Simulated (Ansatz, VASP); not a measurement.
**Two plane-wave programs on Mo**

```xyz
1
Lattice="-1.4453 1.4453 1.5082 1.4453 -1.4453 1.5082 1.4453 1.4453 -1.5082" Properties=species:S:1:pos:R:3 pbc="T T T"
Mo    0.0000    0.0000    0.0000
```

Change from the starting cell: strain -0.080 along x and y, -0.040 along z, atoms carried along.

Alike in both runs: task single point; functional PBE; k mesh 22 × 22 × 22; occupations gaussian, width 0.15 eV; no spin polarisation.

|  | VASP | Ansatz |
| --- | --- | --- |
| version | VASP 6.6.1 | Ansatz 0.2.0 |
| potentials or method | VASP PAW PBE potentials, release 64 (Mo_sv), cutoff 520 eV | scalar-relativistic, plane waves, PAW |
| valence electrons in the cell | 14 | 14 |

Ansatz gave:

| Item | Value |
| --- | --- |
| gap on the k mesh at the Fermi level (eV) | none |
| pressure (GPa) | 93.1 |
| traceless stress, the component that is largest in VASP (GPa) | -13.53 |

Task: What did VASP give for the same quantities?

Result: gap on the k mesh at the Fermi level (eV): none; pressure (GPa): 94.6; traceless stress, the component that is largest in VASP (GPa): -13.52.

A gap of «none» marks a metal or a gap that the smearing closes. Both programs put the cell under a high pressure, so it lies far from rest at this level. The functional is the same, so the differences come from potentials, cutoffs and numerics.

Noted on VASP's run: the cell as given lies far from equilibrium.
